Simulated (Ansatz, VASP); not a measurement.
Given: the input of a run of Ansatz 0.2.0 on AgRh.

input.yaml

```yaml
crystal:
  lattice:
    - [2.7208868163, 0.0, 0.0]
    - [-1.3604434081, 2.3563571037, 0.0]
    - [0.0, 0.0, 4.7104397215]
  atoms:
    - { symbol: Ag, position: [0.0, 0.0, 0.5] }
    - { symbol: Rh, position: [0.6666666667, 0.3333333333, 0.0] }
hamiltonian:
  xc: r2scan
  pseudopotentials: { kind: paw }
kpoints:
  mp_grid: { grid: [11, 11, 6] }
scf:
  occupations: { method: fermi_dirac, width: 0.05 }
output:
  forces: true
  stress: true
  eigenvalues: true
```

Potentials or basis: Ansatz PAW.

Run with:

```bash
$ ansatz run input.yaml --threads 2 --pin off --max-ram 5632MiB --backend cpu --events-out ev --progress --plain --runs-dir out
```

Set up the same calculation for VASP 6.6.1. Potentials there: VASP PAW PBE potentials, release 64 (Ag, Rh_pv).

As run (the cutoff follows the program's own potentials):

The input POSCAR:

```
AgRh
1.0
    2.7208868163      0.0000000000      0.0000000000
   -1.3604434081      2.3563571037      0.0000000000
    0.0000000000      0.0000000000      4.7104397215
Ag Rh
1 1
Direct
    0.0000000000      0.0000000000      0.5000000000
    0.6666666667      0.3333333333      0.0000000000
```

INCAR.step1

```
PREC = Accurate ; ENCUT = 520
ISMEAR = -1 ; SIGMA = 0.05
LREAL = False ; LASPH = True
NELM = 100 ; NBANDS = 20
GGA = PE ; ALGO = Normal
EDIFF = 1E-4 ; LWAVE = True
LCHARG = False
```

Contents of INCAR.step2:

```
PREC = Accurate ; ENCUT = 520
EDIFF = 1E-6 ; ISMEAR = -1
SIGMA = 0.05 ; LREAL = False
LASPH = True ; NELM = 100
ALGO = Normal ; ISIF = 2
LWAVE = False ; LCHARG = True
METAGGA = R2SCAN ; LMIXTAU = True
LELF = True ; LVHAR = True
NBANDS = 20 ; ISTART = 1
```

KPOINTS

```
Automatic mesh
0
Gamma
  11 11 6
```

Potentials or basis: VASP PAW PBE potentials, release 64 (Ag, Rh_pv).

Command:

```console
$ cat potpaw_PBE.64/Ag/POTCAR potpaw_PBE.64/Rh_pv/POTCAR > POTCAR
$ cp INCAR.step1 INCAR
$ mpirun -np 1 vasp_std > vasp.out
$ cp INCAR.step2 INCAR
$ mpirun -np 1 vasp_std > vasp.out
```

Both were run:

|  | VASP | Ansatz | Ansatz less VASP |
| --- | --- | --- | --- |
| gap on the k mesh at the Fermi level (eV) | none | none | - |
| pressure (GPa) | 4.3 | 3.6 | -0.68 |
| traceless stress, the component that is largest in VASP (GPa) | -1.33 | -1.19 | +0.144 |

VASP's potentials were made for PBE, not for r2SCAN. A gap of «none» marks a metal or a gap that the smearing closes. VASP's potentials hold 26 valence electrons a cell and Ansatz's 36, so a difference there can come from the potentials and not from the codes.
